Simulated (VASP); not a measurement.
# Sb: relaxation of cell and atoms with PBE

Crystal: Sb.

```
CELL_PARAMETERS angstrom
-1.89939 1.89939 1.89939
1.89939 -1.89939 1.89939
1.89939 1.89939 -1.89939
ATOMIC_POSITIONS crystal
Sb 0.00000 0.00000 0.00000
```

This isn't the form of Sb at room conditions, which is rhombohedral.

| Quantity | Value |
| --- | --- |
| Program | VASP 6.6.1 |
| Task | relaxation of cell and atoms |
| Functional | PBE |
| Potentials or basis | VASP PAW PBE potentials, release 64 (Sb) |
| Cutoff | 600 eV |
| k mesh | 16 × 16 × 16 |
| Occupations | gaussian, width 0.1 eV |
| Spin | no spin polarisation |
| Dipole correction | no |
| Further INCAR settings | ALGO = Normal; EDIFF = 1e-07; IBRION = 2; EDIFFG = -0.01; NSW = 80; ISIF = 3 |

```
Relaxed volume                        : 27.20 Å³/atom
Relaxed cell                          : a = 3.282 Å, b = 3.282 Å, c = 3.282 Å, α = 109.47°, β = 109.47°, γ = 109.47°
Space group after relaxing (to 0.1 Å) : Im-3m (No. 229)
Energy gained by relaxing             : 0.3 meV/atom
Ionic steps                           : 3
Pressure after relaxing               : 0.0 GPa
Band gap on the k mesh                : zero (an odd number of electrons rules out a gap without spin polarisation)
```

The path:
| step | energy change (eV) | largest force (eV/Å) | pressure (GPa) | volume (Å³) |
| --- | --- | --- | --- | --- |
| 1 | 0.0000 | 0.0000 | -0.42 | 27.41 |
| 2 | -0.0002 | 0.0000 | 0.18 | 27.12 |
| 3 | -0.0003 | 0.0000 | 0.01 | 27.20 |

Final structure:
```xyz
1
Lattice="-1.8946 1.8946 1.8946 1.8946 -1.8946 1.8946 1.8946 1.8946 -1.8946" Properties=species:S:1:pos:R:3 pbc="T T T"
Sb    0.0000    0.0000    0.0000
```

Levels at points of the mesh, in eV from the Fermi level:
```
           k point  band 1  band 2  band 3  band 4  band 5  band 6
(0.00, 0.00, 0.00)  -12.70    5.47    5.47    5.47   10.57   10.57
(0.50, 0.00, 0.00)   -8.73   -5.46    1.72    3.76    6.44    6.97
(0.50, 0.50, 0.50)   -5.58   -1.91   -1.91   -1.91    3.05    3.05
```

Wall time 48 s on 1 thread of Intel Xeon 8259CL, on a shared host, peak memory 0.18 GiB.

Caveat: spin-orbit coupling is left out, which moves the levels of the heavy elements.
